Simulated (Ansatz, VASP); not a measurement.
NbH2: VASP beside Ansatz

File POSCAR:

```
NbH2
1.0
    2.2393020366      2.2393020366      0.0000000000
   -2.2393020366      2.2393020366      0.0000000000
    0.0000000000      0.0000000000      4.4786040732
Nb H
2 4
Direct
    0.0000000000      0.0000000000      0.0000000000
    0.5000000000      0.5000000000      0.5000000000
    0.0000000000      0.5000000000      0.7500000000
    0.5000000000      0.0000000000      0.7500000000
    0.5000000000      0.0000000000      0.2500000000
    0.0000000000      0.5000000000      0.2500000000
```

The input INCAR.step1:

```
SYSTEM = NbH2
  PREC = Accurate
  ENCUT = 520
  ISMEAR = 0
  SIGMA = 0.1
  LREAL = .FALSE.
  LASPH = .TRUE.
  NELM = 60
  NBANDS = 24
  GGA = PE
  ALGO = Normal
  EDIFF = 1E-4
  LWAVE = .TRUE.
  LCHARG = .FALSE.
```

Contents of INCAR.step2:

```
SYSTEM = NbH2
  PREC = Accurate
  ENCUT = 520
  EDIFF = 1E-6
  ISMEAR = 0
  SIGMA = 0.1
  LREAL = .FALSE.
  LASPH = .TRUE.
  NELM = 60
  ALGO = Normal
  ISIF = 2
  LWAVE = .FALSE.
  LCHARG = .TRUE.
  METAGGA = R2SCAN
  LMIXTAU = .TRUE.
  LELF = .TRUE.
  LVHAR = .TRUE.
  NBANDS = 24
  ISTART = 1
```

The input KPOINTS:

```
regular mesh
0
G
  12 12 8
  0 0 0
```

Input for Ansatz:

```yaml
crystal:
  lattice:
    - [2.2393020366, 2.2393020366, 0.0]
    - [-2.2393020366, 2.2393020366, 0.0]
    - [0.0, 0.0, 4.4786040732]
  atoms:
    - { symbol: Nb, position: [0.0, 0.0, 0.0] }
    - { symbol: Nb, position: [0.5, 0.5, 0.5] }
    - { symbol: H, position: [0.0, 0.5, 0.75] }
    - { symbol: H, position: [0.5, 0.0, 0.75] }
    - { symbol: H, position: [0.5, 0.0, 0.25] }
    - { symbol: H, position: [0.0, 0.5, 0.25] }
basis:
  ecutwfc: 500
kpoints:
  mp_grid: { grid: [12, 12, 8] }
hamiltonian:
  xc: r2scan
scf:
  occupations: { method: gaussian, width: 0.1 }
output:
  forces: true
  stress: true
  eigenvalues: true
```

Change from the starting cell: equal strain along all axes, cell held, atoms relaxed: -1.5 %.

Alike in both runs: task single point; functional r2SCAN; k mesh 12 × 12 × 8; occupations gaussian, width 0.1 eV; no spin polarisation.

```csv
,VASP,Ansatz
version,VASP 6.6.1,Ansatz 0.2.0
potentials or method,"VASP PAW PBE potentials, release 64 (Nb_sv, H), cutoff 520 eV","scalar-relativistic, plane waves, PAW"
valence electrons in the cell,30,30
```

|  | VASP | Ansatz | Ansatz less VASP |
| --- | --- | --- | --- |
| gap on the k mesh at the Fermi level (eV) | none | none | - |
| pressure (GPa) | 9.0 | 9.3 | +0.34 |

VASP's potentials were made for PBE, not for r2SCAN. A gap of «none» marks a metal or a gap that the smearing closes.
